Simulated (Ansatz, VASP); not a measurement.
Two plane-wave programs on Sb

POSCAR

```
Sb
1.0
    4.1051829901      0.0000000000      0.0000000000
   -2.0525914950      3.5551927566      0.0000000000
    0.0000000000      0.0000000000     26.8552477996
Sb
2
Direct
    0.3333333333      0.6666666667      0.3149797958
    0.6666666667      0.3333333333      0.3749272212
```

Contents of INCAR.step1:

```
SYSTEM = Sb
ALGO = Normal
DIPOL = 0.5 0.5 0.345
EDIFF = 1E-5
ENCUT = 520
GGA = PE
IDIPOL = 3
ISIF = 2
ISMEAR = 0
LASPH = .True.
LCHARG = .False.
LDIPOL = .True.
LREAL = .False.
LWAVE = .True.
NBANDS = 12
NELM = 80
PREC = Accurate
SIGMA = 0.01
```

The input INCAR.step2:

```
SYSTEM = Sb
ALGO = Normal
DIPOL = 0.5 0.5 0.345
EDIFF = 1E-6
ENCUT = 520
GGA = PE
HFSCREEN = 0.2079
IDIPOL = 3
ISIF = 2
ISMEAR = 0
ISTART = 1
LASPH = .True.
LCHARG = .False.
LDIPOL = .True.
LHFCALC = .True.
LREAL = .False.
LWAVE = .False.
NBANDS = 12
NELM = 80
PREC = Accurate
PRECFOCK = Normal
SIGMA = 0.01
```

File KPOINTS:

```
k-points
0
Gamma
  6 6 1
  0 0 0
```

Input for Ansatz:

```yaml
crystal:
  lattice:
    - [4.1051829901, 0.0, 0.0]
    - [-2.052591495, 3.5551927566, 0.0]
    - [0.0, 0.0, 26.8552477996]
  atoms:
    - { symbol: Sb, position: [0.3333333333, 0.6666666667, 0.3149797958] }
    - { symbol: Sb, position: [0.6666666667, 0.3333333333, 0.3749272212] }
  periodic: [true, true, false]
kpoints:
  mp_grid: { grid: [6, 6, 1] }
  band_path:
    path:
      - [0.0, 0.0, 0.0]
      - [0.5, 0.0, 0.0]
      - [0.3333333333, 0.3333333333, 0.0]
      - [0.0, 0.307292, 0.0]
    npoints: 1
hamiltonian:
  xc: hse06
scf:
  occupations: { method: fixed }
  n_extra_bands: 4
output:
  forces: true
  stress: true
  eigenvalues: true
  write_density: true
  write_potential: true
  elf: true
  volumetric_format: npy
```

Alike in both runs: task single point; functional HSE06; k mesh 6 × 6 × 1; no spin polarisation.

|  | VASP | Ansatz |
| --- | --- | --- |
| version | VASP 6.6.1 | Ansatz 0.2.0 |
| potentials or method | VASP PAW PBE potentials, release 64 (Sb) | plane waves, PAW |
| plane-wave cutoff (eV) | 520 | 420 |
| occupations | gaussian, width 0.01 eV | fixed |
| valence electrons in the cell | 10 | 30 |

```csv
,VASP,Ansatz,Ansatz less VASP
gap on the k mesh at the Fermi level (eV),1.91,1.86,-0.051
rms of the force components (eV/Å),0.129,0.069,-0.0608
```

Atom by atom the forces differ by 0.061 eV/Å (rms over components). VASP's potentials hold 10 valence electrons a cell and Ansatz's 30, so a difference there can come from the potentials and not from the codes. Ansatz's warnings: stress exchange threshold loose, stress scf threshold loose.

Neither program's run includes spin-orbit coupling.
